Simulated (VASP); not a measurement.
Set up this calculation in VASP 6.6.1, as the native input.

```
Task                   : single point
Functional             : LDA
Potentials or basis    : VASP PAW LDA potentials, release 64 (Zn, S)
Cutoff                 : 520 eV
k mesh                 : 8 × 8 × 5
Occupations            : fermi-dirac, width 0.05 eV
Spin                   : no spin polarisation
Dipole correction      : no
Further INCAR settings : ALGO = Normal; EDIFF = 1e-06; NBANDS = 26
```

The structure of ZnS (Wurtzite-2H) lies in POSCAR:

```
ZnS
1.0
    3.7594936861      0.0000000000      0.0000000000
   -1.8797468431      3.2558170375      0.0000000000
    0.0000000000      0.0000000000      6.1497464286
Zn S
2 2
Direct
    0.6666666667      0.3333333333      0.5000000000
    0.3333333333      0.6666666667      0.0000000000
    0.6666666667      0.3333333333      0.8850000000
    0.3333333333      0.6666666667      0.3850000000
```

This cell differs from its parent crystal: volume scaled by 0.96.

These files were run (other wordings do the same):

INCAR

```
SYSTEM = ZnS
  ALGO = Normal
  EDIFF = 1E-6
  ENCUT = 520
  ISIF = 2
  ISMEAR = -1
  LASPH = .TRUE.
  LCHARG = .FALSE.
  LREAL = .FALSE.
  LWAVE = .FALSE.
  NBANDS = 26
  NELM = 60
  PREC = Accurate
  SIGMA = 0.05
```

KPOINTS

```
k-points
0
G
  8 8 5
  0 0 0
```

Potentials or basis: VASP PAW LDA potentials, release 64 (Zn, S).

Launch:

```bash
$ cat potpaw_LDA.64/Zn/POTCAR potpaw_LDA.64/S/POTCAR > POTCAR
$ mpirun -np 1 vasp_std > vasp.out
```

Results of the run:

The pressure is -0.6 GPa and the largest force is 0.349 eV/Å. The band gap on the k mesh is 2.22 eV, direct.

Run time: 33 s on 1 thread of Intel(R) Xeon(R) Platinum 8259CL CPU @ 2.50GHz (Skylake/Cascade Lake) (shared host), peak memory 0.19 GiB.
